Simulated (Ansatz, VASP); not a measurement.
**KI: VASP beside Ansatz**

Contents of POSCAR:

```
KI
1.0
    0.0000000000      3.5445661401      3.5445661401
    3.5445661401      0.0000000000      3.5445661401
    3.5445661401      3.5445661401      0.0000000000
K I
1 1
Direct
    0.0000000000      0.0000000000      0.0000000000
    0.5000000000      0.5000000000      0.5000000000
```

INCAR.step1

```
ALGO = Normal
EDIFF = 1E-4
ENCUT = 520
GGA = PE
ISMEAR = 0
LASPH = True
LCHARG = False
LREAL = False
LWAVE = True
NBANDS = 15
NELM = 100
PREC = Accurate
SIGMA = 0.01
```

INCAR.step2

```
ALGO = Normal
EDIFF = 1E-6
ENCUT = 520
ISIF = 2
ISMEAR = 0
ISTART = 1
IVDW = 12
LASPH = True
LCHARG = True
LELF = True
LMIXTAU = True
LREAL = False
LVHAR = True
LWAVE = False
METAGGA = R2SCAN
NBANDS = 15
NELM = 100
PREC = Accurate
SIGMA = 0.01
VDW_A1 = 0.49484001
VDW_A2 = 5.73083694
VDW_S6 = 1.0
VDW_S8 = 0.78981345
```

The input KPOINTS:

```
k-points
0
Gamma
  4 4 4
```

Input for Ansatz:

```yaml
crystal:
  lattice:
    - [0.0, 3.5445661401, 3.5445661401]
    - [3.5445661401, 0.0, 3.5445661401]
    - [3.5445661401, 3.5445661401, 0.0]
  atoms:
    - { symbol: K, position: [0.0, 0.0, 0.0] }
    - { symbol: I, position: [0.5, 0.5, 0.5] }
kpoints:
  mp_grid: { grid: [4, 4, 4] }
hamiltonian:
  xc: r2scan
  dispersion: d3bj
scf:
  occupations: { method: fixed }
  n_extra_bands: 4
output:
  forces: true
  stress: true
  eigenvalues: true
```

Alike in both runs: task single point; functional r2SCAN; dispersion D3(BJ); k mesh 4 × 4 × 4; no spin polarisation.

```csv
,VASP,Ansatz
version,VASP 6.6.1,Ansatz 0.2.0
potentials or method,"VASP PAW PBE potentials, release 64 (K_sv, I)",plane waves
plane-wave cutoff (eV),520,500
occupations,"gaussian, width 0.01 eV",fixed
valence electrons in the cell,16,26
```

|  | VASP | Ansatz | Ansatz less VASP |
| --- | --- | --- | --- |
| gap on the k mesh at the Fermi level (eV) | 4.58 | 4.58 | +0.003 |
| pressure (GPa) | -0.4 | -0.4 | 0.00 |

VASP's potentials were made for PBE, not for r2SCAN. VASP's potentials hold 16 valence electrons a cell and Ansatz's 26, so a difference there can come from the potentials and not from the codes. Ansatz's warnings: dispersion damping borrowed.

Spin-orbit coupling is off throughout.
